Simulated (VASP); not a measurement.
Write the native input for VASP 6.6.1 that does the following.

```yaml
Task: single point
Functional: PBE
Potentials_or_basis: VASP PAW PBE potentials, release 64 (Ti_sv)
Cutoff: 520 eV
k_mesh: 16 × 16 × 16
Occupations: fermi-dirac, width 0.0612256 eV
Spin: no spin polarisation
Dipole_correction: no
Further_INCAR_settings: ALGO = Normal; EDIFF = 1e-07; NBANDS = 12
```

The structure of Ti lies in POSCAR:

```
Ti
1.0
    0.0000000000      2.0969006117      2.0969006117
    2.0969006117      0.0000000000      2.0969006117
    2.0969006117      2.0969006117      0.0000000000
Ti
1
Direct
    0.0000000000      0.0000000000      0.0000000000
```

This isn't the form of Ti at room conditions, which is hcp.

These files were run (other wordings do the same):

INCAR

```
  PREC = Accurate
  ENCUT = 520
  EDIFF = 1E-7
  ISMEAR = -1
  SIGMA = 0.06122561905347299
  LREAL = F
  LASPH = T
  NELM = 60
  ALGO = Normal
  ISIF = 2
  LWAVE = F
  LCHARG = T
  GGA = PE
  LELF = T
  LVHAR = T
  NBANDS = 12
```

KPOINTS

```
Automatic mesh
0
Gamma
  16 16 16
```

Potentials or basis: VASP PAW PBE potentials, release 64 (Ti_sv).

Run with:

```sh
$ cat potpaw_PBE.64/Ti_sv/POTCAR > POTCAR
$ mpirun -np 1 vasp_std > vasp.out
```

It gave:

* Pressure: -5.8 GPa
* Band gap on the k mesh: zero (bands 6 and 7 overlap by 1.20 eV)

Caveat: the cell stands under tension.

It took 21 s on 1 thread of Intel(R) Xeon(R) Platinum 8488C (Sapphire Rapids), on a shared host, peak memory 0.16 GiB.
